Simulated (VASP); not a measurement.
# SiC (P6_3mc) in VASP: further runs

SiC is run at these levels: r2SCAN; tasks: single point.

Program: VASP 6.6.1. These are calculated values, not measurements. Logs are shortened: lines on timing, memory, paths and dates and some standing lists are left out, and cuts for length are marked.

### Step 1. The cell of the first run

Symmetry: P6_3mc, No. 186, hexagonal system. The conventional cell has a = 3.198 Å, b = 3.198 Å, c = 5.452 Å, α = 90.00°, β = 90.00°, γ = 120.00°. Si (site symmetry 3m) has 4 C at 1.97 to 2.05 Å within 2.6 Å. Within 2.6 Å of C (site symmetry 3m) lie 4 Si at 1.97 to 2.05 Å.

### Step 2. Single point, r2SCAN (strain +0.040 along x and y, +0.080 along z)

POSCAR reads:

```
SiC
1.0
    3.1982028079      0.0000000000      0.0000000000
   -1.5991014040      2.7697248781      0.0000000000
    0.0000000000      0.0000000000      5.4520202008
Si C
2 2
Direct
    0.3333333333      0.6666666667      0.0046028828
    0.6666666667      0.3333333333      0.5046028828
    0.3333333333      0.6666666667      0.3803971172
    0.6666666667      0.3333333333      0.8803971172
```

INCAR.step1 reads:

```
PREC     = Accurate       # precision mode
ENCUT    = 520            # plane-wave cutoff, eV
ISMEAR   = 0              # smearing method
SIGMA    = 0.05           # smearing width, eV
LREAL    = False          # projectors in reciprocal space
LASPH    = True           # aspherical terms in the spheres
NELM     = 100            # most SCF steps
NBANDS   = 16             # bands
GGA      = PE             # functional
ALGO     = Normal         # electronic algorithm
EDIFF    = 1E-4           # SCF threshold, eV
LWAVE    = True           # write WAVECAR
LCHARG   = False          # write CHGCAR
```

INCAR.step2 reads:

```
PREC     = Accurate       # precision mode
ENCUT    = 520            # plane-wave cutoff, eV
EDIFF    = 1E-6           # SCF threshold, eV
ISMEAR   = 0              # smearing method
SIGMA    = 0.05           # smearing width, eV
LREAL    = False          # projectors in reciprocal space
LASPH    = True           # aspherical terms in the spheres
NELM     = 100            # most SCF steps
ALGO     = Normal         # electronic algorithm
ISIF     = 2              # what is computed and relaxed
LWAVE    = False          # write WAVECAR
LCHARG   = True           # write CHGCAR
METAGGA  = R2SCAN         # meta-GGA
LMIXTAU  = True         
LELF     = True           # ELF
LVHAR    = True         
NBANDS   = 16             # bands
ISTART   = 1
```

KPOINTS reads:

```
Automatic mesh
0
Gamma
  12 12 6
```

Potentials or basis: VASP PAW PBE potentials, release 64 (Si, C).

Run with:

```
cat potpaw_PBE.64/Si/POTCAR potpaw_PBE.64/C/POTCAR > POTCAR
cp INCAR.step1 INCAR
mpirun -np 1 vasp_std > vasp.out
cp INCAR.step2 INCAR
mpirun -np 1 vasp_std > vasp.out
```

OUTCAR:

```text
PREC = Accurate
   ENCUT = 520
   EDIFF = 1E-6
   ISMEAR = 0
   LREAL = False
   LASPH = True
   NELM = 100
   ISIF = 2
   METAGGA = R2SCAN
   ISTART = 1

 ion  position               nearest neighbor table
   1  0.333  0.667  0.005-   4 1.97   4 1.97   4 1.97   3 2.05
   2  0.667  0.333  0.505-   3 1.97   3 1.97   3 1.97   4 2.05
   3  0.333  0.667  0.380-   2 1.97   2 1.97   2 1.97   1 2.05
   4  0.667  0.333  0.880-   1 1.97   1 1.97   1 1.97   2 2.05

  LATTYP: Found a hexagonal cell.
 ALAT       =     3.1982028079
 C/A-ratio  =     1.7047137184

  Lattice vectors:

 A1 = (   3.1982028079,   0.0000000000,   0.0000000000)
 A2 = (  -1.5991014040,   2.7697248781,   0.0000000000)
 A3 = (   0.0000000000,   0.0000000000,   5.4520202008)

Analysis of symmetry for initial positions (statically):
=====================================================================
 Subroutine PRICEL returns:
 Original cell was already a primitive cell.

 Routine SETGRP: Setting up the symmetry group for a
 hexagonal supercell.

 Subroutine GETGRP returns: Found 12 space group operations
 (whereof  6 operations were pure point group operations)
 out of a pool of 24 trial point group operations.

The static configuration has the point symmetry C_3v.
 The point group associated with its full space group is C_6v.

Analysis of symmetry for dynamics (positions and initial velocities):
=====================================================================
 Subroutine PRICEL returns:
 Original cell was already a primitive cell.

 Routine SETGRP: Setting up the symmetry group for a
 hexagonal supercell.

 Subroutine GETGRP returns: Found 12 space group operations
 (whereof  6 operations were pure point group operations)
 out of a pool of 24 trial point group operations.

The dynamic configuration has the point symmetry C_3v.
 The point group associated with its full space group is C_6v.

 Subroutine INISYM returns: Found 12 space group operations
 (whereof  6 operations are pure point group operations),
 and found     1 'primitive' translations

----------------------------------------------------------------------------------------

                                     Primitive cell

  volume of cell :      48.2948

  direct lattice vectors                    reciprocal lattice vectors
     3.198202808  0.000000000  0.000000000     0.312675606  0.180523345  0.000000000
    -1.599101404  2.769724878  0.000000000     0.000000000  0.361046690  0.000000000
     0.000000000  0.000000000  5.452020201     0.000000000  0.000000000  0.183418249

  length of vectors
     3.198202808  3.198202808  5.452020201     0.361046690  0.361046690  0.183418249

  position of ions in fractional coordinates (direct lattice)
     0.333333333  0.666666667  0.004602883
     0.666666667  0.333333333  0.504602883
     0.333333333  0.666666667  0.380397117
     0.666666667  0.333333333  0.880397117

  ion indices of the primitive-cell ions
   primitive index   ion index
                 1           1
                 2           2
                 3           3
                 4           4

----------------------------------------------------------------------------------------

 KPOINTS: Automatic mesh

Automatic generation of k-mesh.
 Grid dimensions read from file:
 generate k-points for:   12   12    6

 Generating k-lattice:

  Cartesian coordinates                     Fractional coordinates (reciprocal lattice)
     0.026056300  0.015043612  0.000000000     0.083333333 -0.000000000  0.000000000
     0.000000000  0.030087224  0.000000000     0.000000000  0.083333333  0.000000000
     0.000000000  0.000000000  0.030569708     0.000000000  0.000000000  0.166666667

  Length of vectors
     0.030087224  0.030087224  0.030569708

  Shift w.r.t. Gamma in fractional coordinates (k-lattice)
     0.000000000  0.000000000  0.000000000

 Subroutine IBZKPT returns following result:
 ===========================================

 Found     76 irreducible k-points:

 Following reciprocal coordinates:
            Coordinates               Weight
  0.000000  0.000000  0.000000      1.000000
  0.083333  0.000000  0.000000      6.000000
  0.166667  0.000000  0.000000      6.000000
  0.250000  0.000000  0.000000      6.000000
  0.333333  0.000000  0.000000      6.000000
  0.416667  0.000000  0.000000      6.000000
[... 16 lines left out ...]
  0.250000  0.000000  0.166667     12.000000
  0.333333  0.000000  0.166667     12.000000
 [... further k-points ...]
   k-points           NKPTS =     76   k-points in BZ     NKDIM =     76   number of bands    NBANDS=     16
   number of dos      NEDOS =    301   number of ions     NIONS =      4
   total plane-waves  NPLWV =  24192
   dimension x,y,z NGX =    24 NGY =   24 NGZ =   42
   dimension x,y,z NGXF=    48 NGYF=   48 NGZF=   84
   ions per type =               2   2
   NGX,Y,Z   is equivalent  to a cutoff of  12.48, 12.48, 12.81 a.u.
[... 38 lines left out ...]
   AEXX    =    0.0000 exact exchange contribution
   IVDW    =     0    specifies the selected vdW correction
   LEPSILON=     F    determine dielectric tensor
   LRPA    =     F    only Hartree local field effects (RPA)
 non-spin polarized calculation
 Gauss-broadening in eV      SIGMA  =   0.05
  energy-cutoff  :      520.00
  volume of cell :       48.29
 maximum number of plane-waves:      1323
 NGX is ok and might be reduce to    24
   NGX = 11   NGY = 11   NGZ = 21

 number of electron      16.0000000 magnetization

 Free energy of the ion-electron system (eV)
  ---------------------------------------------------
  ext. energy  EPLUGINS =         0.00000000
  ---------------------------------------------------
  free energy    TOTEN  =       -37.94352819 eV

  energy without entropy =      -37.94352819  energy(sigma->0) =      -37.94352819

 E-fermi :   6.7463     XC(G=0): -11.2487

 val. band max:        6.5087135957   @ k =   0.0000   0.0000   0.0000
 cond. band min:       9.2573651361   @ k =   0.3333   0.3333   0.0000
 fundamental gap:      2.7486515404
 Fermi energy:         6.7462620705

 k-point     1 :       0.0000    0.0000    0.0000
  band No.  band energies     occupation
      1      -8.6745      2.00000
      2      -5.8694      2.00000
      3      -1.6969      2.00000
      4       5.3836      2.00000
      5       5.3836      2.00000
      6       6.2584      2.00000
[... 8 lines left out ...]
     15      15.0313      0.00000
     16      17.3373      0.00000

 k-point     2 :       0.0833    0.0000    0.0000
  band No.  band energies     occupation
      1      -8.5608      2.00000
      2      -5.7700      2.00000
      3      -1.5975      2.00000
      4       4.7152      2.00000
      5       5.1906      2.00000
      6       5.9864      2.00000
[... 8 lines left out ...]
     15      15.3429      0.00000
     16      17.0108      0.00000

 k-point     3 :       0.1667    0.0000    0.0000
  band No.  band energies     occupation
      1      -8.2233      2.00000
      2      -5.4805      2.00000
      3      -1.3137      2.00000
      4       3.2873      2.00000
      5       4.7461      2.00000
      6       4.7770      2.00000
[... 8 lines left out ...]
     15      16.0418      0.00000
     16      16.1299      0.00000

 k-point     4 :       0.2500    0.0000    0.0000
  band No.  band energies     occupation
      1      -7.6755      2.00000
      2      -5.0356      2.00000
      3      -0.9188      2.00000
      4       1.7854      2.00000
      5       3.3407      2.00000
      6       4.2558      2.00000
[... 8 lines left out ...]
     15      16.3549      0.00000
     16      17.2415      0.00000
[... 324 lines left out ...]
 k-point    22 :       0.1667    0.0000    0.1667
  band No.  band energies     occupation
      1      -8.1087      2.00000
      2      -5.8277      2.00000
      3      -0.7803      2.00000
      4       3.3901      2.00000
      5       4.4179      2.00000
      6       4.8228      2.00000
[... 8 lines left out ...]
     15      15.9374      0.00000
     16      16.4868      0.00000

 k-point    23 :       0.2500    0.0000    0.1667
  band No.  band energies     occupation
      1      -7.5632      2.00000
      2      -5.3600      2.00000
      3      -0.4759      2.00000
      4       1.9553      2.00000
      5       3.0313      2.00000
      6       4.3382      2.00000
[... 8 lines left out ...]
     15      16.7633      0.00000
     16      17.0025      0.00000

 k-point    24 :       0.3333    0.0000    0.1667
  band No.  band energies     occupation
      1      -6.8424      2.00000
      2      -4.8094      2.00000
      3      -0.6356      2.00000
      4       1.2287      2.00000
      5       1.6618      2.00000
      6       3.9325      2.00000
[... 8 lines left out ...]
     15      17.0419      0.00000
     16      18.1056      0.00000

 [... further k-points ...]

------------------------ aborting loop because EDIFF is reached ----------------------------------------

  FORCE on cell =-STRESS in cart. coord.  units (eV):
  Direction    XX          YY          ZZ          XY          YZ          ZX
  --------------------------------------------------------------------------------------
  -------------------------------------------------------------------------------------
  Total       -6.3845494     -6.3845494    -10.4626399      0.0000000      0.0000000      0.0000000
  in kB     -211.8072122   -211.8072122   -347.0977302      0.0000000      0.0000000      0.0000000
  external PRESSURE =    -256.9040515 kB  Pullay stress =       0.0000000 kB

 VOLUME and BASIS-vectors are now :
 -----------------------------------------------------------------------------
  energy-cutoff  :      520.00
  volume of cell :       48.29
      direct lattice vectors                 reciprocal lattice vectors
     3.198202808  0.000000000  0.000000000     0.312675606  0.180523345  0.000000000
    -1.599101404  2.769724878  0.000000000     0.000000000  0.361046690  0.000000000
     0.000000000  0.000000000  5.452020201     0.000000000  0.000000000  0.183418249

 POSITION                                       TOTAL-FORCE (eV/Angst)
 -----------------------------------------------------------------------------------
     -0.00000      1.84648      0.02510        -0.000000     -0.000000     -0.052982
      1.59910      0.92324      2.75111         0.000000     -0.000000     -0.052982
     -0.00000      1.84648      2.07393         0.000000     -0.000000      0.052982
      1.59910      0.92324      4.79994         0.000000      0.000000      0.052982
 -----------------------------------------------------------------------------------
    total drift:                                0.000000      0.000000     -0.000774

  FREE ENERGIE OF THE ION-ELECTRON SYSTEM (eV)
  ---------------------------------------------------
  free  energy   TOTEN  =       -37.9435281925 eV

  energy  without entropy=      -37.9435281925  energy(sigma->0) =      -37.94352819
```

Wall time 3.1 min (1 thread of Intel Xeon 8259CL, shared host); peak memory 0.2 GiB.

Results:

| Quantity | Value |
| --- | --- |
| Free energy | -37.9435 eV |
| Pressure | -25.7 GPa |
| Largest force | 0.053 eV/Å |
| Band gap on the k mesh | 2.75 eV (least direct gap 4.43 eV) |

Forces on the atoms (eV/Å):
```
Si   0.000  0.000 -0.053
Si   0.000  0.000 -0.053
C    0.000  0.000  0.053
C    0.000  0.000  0.053
```

Stress tensor (GPa, compression positive):
```
-21.18   0.00   0.00
  0.00 -21.18   0.00
  0.00   0.00 -34.71
```

Levels at points of the mesh, in eV from the valence-band top:
| k point | band 6 | band 7 | band 8 | band 9 | band 10 | band 11 |
| --- | --- | --- | --- | --- | --- | --- |
| (0.00, 0.00, 0.00) | -0.25 | 0.00 | 0.00 | 4.43 | 4.57 | 6.52 |
| (0.50, 0.00, 0.00) | -3.02 | -2.91 | -1.29 | 3.15 | 4.24 | 6.06 |
| (0.00, 0.00, 0.50) | -0.61 | -0.61 | -0.61 | 5.48 | 5.48 | 7.24 |
| (0.50, 0.00, 0.50) | -2.42 | -2.29 | -2.29 | 3.15 | 3.15 | 5.00 |

Caveat: the cell differs from its parent crystal (strain +0.040 along x and y, +0.080 along z); the cell stands under tension; the PAW data sets were made with another functional, which shifts forces and pressure a little. A k mesh can miss the band edges.

### Step 3. Single point, r2SCAN (strain +0.080 along x and y, +0.040 along z)

POSCAR reads:

```
SiC
1.0
    3.3212106082      0.0000000000      0.0000000000
   -1.6606053041      2.8762527580      0.0000000000
    0.0000000000      0.0000000000      5.2500935267
Si C
2 2
Direct
    0.3333333333      0.6666666667      0.0046028828
    0.6666666667      0.3333333333      0.5046028828
    0.3333333333      0.6666666667      0.3803971172
    0.6666666667      0.3333333333      0.8803971172
```

INCAR.step1 reads:

```
SYSTEM = SiC
PREC = Accurate
ENCUT = 520
ISMEAR = 0
SIGMA = 0.05
LREAL = .FALSE.
LASPH = .TRUE.
NELM = 100
NBANDS = 16
GGA = PE
ALGO = Normal
EDIFF = 1E-4
LWAVE = .TRUE.
LCHARG = .FALSE.
```

INCAR.step2 reads:

```
SYSTEM = SiC
PREC = Accurate
ENCUT = 520
EDIFF = 1E-7
ISMEAR = 0
SIGMA = 0.05
LREAL = .FALSE.
LASPH = .TRUE.
NELM = 100
ALGO = Normal
ISIF = 2
LWAVE = .FALSE.
LCHARG = .FALSE.
METAGGA = R2SCAN
LMIXTAU = .TRUE.
NBANDS = 16
ISTART = 1
```

KPOINTS reads:

```
regular mesh
0
G
  12 12 6
  0 0 0
```

Potentials or basis: VASP PAW PBE potentials, release 64 (Si, C).

Run with:

```
cat potpaw_PBE.64/Si/POTCAR potpaw_PBE.64/C/POTCAR > POTCAR
cp INCAR.step1 INCAR
mpirun -np 1 vasp_std > vasp.out
cp INCAR.step2 INCAR
mpirun -np 1 vasp_std > vasp.out
```

It took 5.3 min on 1 thread of Intel Xeon 8259CL, shared host; peak memory 0.2 GiB.

The run converged. Its results:

- Free energy: -37.6089 eV
- Pressure: -29.8 GPa
- Largest force: 0.055 eV/Å
- Band gap on the k mesh: 2.59 eV (least direct gap 3.21 eV)

Forces in eV/Å, atoms in the order of the input:
```
Si   0.000  0.000 -0.055
Si   0.000  0.000 -0.055
C    0.000  0.000  0.055
C    0.000  0.000  0.055
```

Stress tensor (GPa, compression positive):
```
-34.48   0.00   0.00
  0.00 -34.48   0.00
  0.00   0.00 -20.29
```

Levels at points of the mesh, in eV from the valence-band top:
```csv
k point,band 4,band 5,band 6,band 7,band 8,band 9,band 10,band 11,band 12,band 13
"(0.00, 0.00, 0.00)",-1.47,-1.47,-0.02,0.00,0.00,3.21,4.67,5.79,5.79,7.29
"(0.50, 0.00, 0.00)",-5.91,-4.99,-3.22,-2.89,-1.09,2.59,4.55,5.98,6.72,9.62
"(0.00, 0.00, 0.50)",-4.07,-0.81,-0.81,-0.81,-0.81,4.37,4.37,6.62,6.62,6.62
"(0.50, 0.00, 0.50)",-7.72,-2.35,-2.35,-2.09,-2.09,3.23,3.23,5.18,5.18,9.76
```

Caveat: the cell differs from its parent crystal (strain +0.080 along x and y, +0.040 along z); the cell stands under tension; the PAW data sets were made with another functional, which shifts forces and pressure a little. A k mesh can miss the band edges.

### Step 4. Single point, r2SCAN (strain +0.080 along x and y, +0.080 along z)

Edit POSCAR of step 3 so:

```diff
@@ -4,3 +4,3 @@
    -1.6606053041      2.8762527580      0.0000000000
-    0.0000000000      0.0000000000      5.2500935267
+    0.0000000000      0.0000000000      5.4520202008
 Si C
```

INCAR.step1 reads:

```
SYSTEM = SiC
ALGO     = Normal         ! electronic algorithm
EDIFF    = 1E-4           ! SCF threshold, eV
ENCUT    = 520            ! plane-wave cutoff, eV
GGA      = PE             ! functional
ISMEAR   = 0              ! smearing method
LASPH    = .True.         ! aspherical terms in the spheres
LCHARG   = .False.        ! write CHGCAR
LREAL    = .False.        ! projectors in reciprocal space
LWAVE    = .True.         ! write WAVECAR
NBANDS   = 16             ! bands
NELM     = 60             ! most SCF steps
PREC     = Accurate       ! precision mode
SIGMA    = 0.05           ! smearing width, eV
```

INCAR.step2 reads:

```
SYSTEM = SiC
ALGO     = Normal         ! electronic algorithm
EDIFF    = 1E-6           ! SCF threshold, eV
ENCUT    = 520            ! plane-wave cutoff, eV
ISIF     = 2              ! what is computed and relaxed
ISMEAR   = 0              ! smearing method
ISTART   = 1            
LASPH    = .True.         ! aspherical terms in the spheres
LCHARG   = .True.         ! write CHGCAR
LELF     = .True.         ! ELF
LMIXTAU  = .True.       
LREAL    = .False.        ! projectors in reciprocal space
LVHAR    = .True.       
LWAVE    = .False.        ! write WAVECAR
METAGGA  = R2SCAN         ! meta-GGA
NBANDS   = 16             ! bands
NELM     = 60             ! most SCF steps
PREC     = Accurate       ! precision mode
SIGMA    = 0.05           ! smearing width, eV
```

KPOINTS reads:

```
k-points
0
Gamma
  12 12 6
  0 0 0
```

Run with:

```
cat potpaw_PBE.64/Si/POTCAR potpaw_PBE.64/C/POTCAR > POTCAR
cp INCAR.step1 INCAR
mpirun -np 1 vasp_std > vasp.out
cp INCAR.step2 INCAR
mpirun -np 1 vasp_std > vasp.out
```

Wall time 5.4 min (1 thread of Intel Xeon 8259CL, shared host); peak memory 0.21 GiB.

It converged, with:

| Property | Result |
| --- | --- |
| Free energy | -37.2865 eV |
| Pressure | -33.2 GPa |
| Largest force | 0.037 eV/Å |
| Band gap on the k mesh | 2.77 eV (least direct gap 3.43 eV) |

Forces in eV/Å, atoms in the order of the input:
```
Si   0.000  0.000 -0.037
Si   0.000  0.000 -0.037
C    0.000  0.000  0.037
C    0.000  0.000  0.037
```

Stress tensor (GPa, compression positive):
```
-33.42   0.00   0.00
  0.00 -33.42   0.00
  0.00   0.00 -32.62
```

Levels at points of the mesh, in eV from the valence-band top:
| k point | band 4 | band 5 | band 6 | band 7 | band 8 | band 9 | band 10 | band 11 | band 12 | band 13 |
| --- | --- | --- | --- | --- | --- | --- | --- | --- | --- | --- |
| (0.00, 0.00, 0.00) | -1.26 | -1.26 | -0.10 | 0.00 | 0.00 | 3.43 | 4.08 | 5.85 | 5.85 | 6.53 |
| (0.50, 0.00, 0.00) | -6.06 | -4.80 | -3.00 | -2.75 | -1.16 | 2.77 | 4.30 | 5.62 | 6.71 | 8.71 |
| (0.00, 0.00, 0.50) | -4.24 | -0.69 | -0.69 | -0.69 | -0.69 | 4.42 | 4.42 | 6.64 | 6.64 | 6.64 |
| (0.50, 0.00, 0.50) | -7.59 | -2.23 | -2.23 | -2.19 | -2.19 | 3.05 | 3.05 | 4.85 | 4.85 | 9.43 |

Caveat: the cell differs from its parent crystal (strain +0.080 along x and y, +0.080 along z); the cell stands under tension; the PAW data sets were made with another functional, which shifts forces and pressure a little. A k mesh can miss the band edges.

### Step 5. Overview

| cell | gap on the mesh (eV) | pressure (GPa) | largest force (eV/Å) |
| --- | --- | --- | --- |
| a = 3.198, b = 3.198, c = 5.452 Å, angles 90.0, 90.0, 120.0°, 4 atoms | 2.75 | -25.7 | 0.05 |
| a = 3.321, b = 3.321, c = 5.250 Å, angles 90.0, 90.0, 120.0°, 4 atoms | 2.59 | -29.8 | 0.05 |
| a = 3.321, b = 3.321, c = 5.452 Å, angles 90.0, 90.0, 120.0°, 4 atoms | 2.77 | -33.2 | 0.04 |

Alike in all rows: task single point; level r2SCAN; potentials or basis VASP PAW PBE potentials, release 64 (Si, C); no spin polarisation; k mesh 12 × 12 × 6; cutoff (eV) 520; smearing gaussian 0.05 eV.

Caveats: the cell stands under tension; the PAW data sets were made with another functional, which shifts forces and pressure a little.

Total energies depend on the potentials used, so only differences within one code and one set of settings carry meaning.
